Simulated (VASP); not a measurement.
Input of a VASP 6.6.1 run:

Contents of INCAR:

```
SYSTEM = Hf2NO
ALGO = Normal
EDIFF = 1E-6
ENCUT = 520
GGA = PE
ISIF = 2
ISMEAR = 0
LASPH = .TRUE.
LCHARG = .FALSE.
LREAL = .FALSE.
LWAVE = .FALSE.
NBANDS = 24
NELM = 100
PREC = Accurate
SIGMA = 0.1
```

File KPOINTS:

```
k-points
0
G
  14 14 10
  0 0 0
```

POSCAR

```
Hf2NO
1.0
    3.2244755746      0.0000000000      0.0000000000
    0.0000000000      3.2244755746      0.0000000000
    0.0000000000      0.0000000000      4.5550384849
Hf N O
2 1 1
Direct
    0.0000000000      0.0000000000      0.5000000000
    0.5000000000      0.5000000000      0.0000000000
    0.0000000000      0.0000000000      0.0000000000
    0.5000000000      0.5000000000      0.5000000000
```

Potentials or basis: VASP PAW PBE potentials, release 64 (Hf_pv, N, O).

Launch:

```console
$ cat potpaw_PBE.64/Hf_pv/POTCAR potpaw_PBE.64/N/POTCAR potpaw_PBE.64/O/POTCAR > POTCAR
$ mpirun -np 1 vasp_std > vasp.out
```

**Question.** Predict the pressure.

**Answer.** -2.8 GPa.

Caveat: an odd number of electrons without spin polarisation forces a metal; a magnetic or distorted state may lie lower.
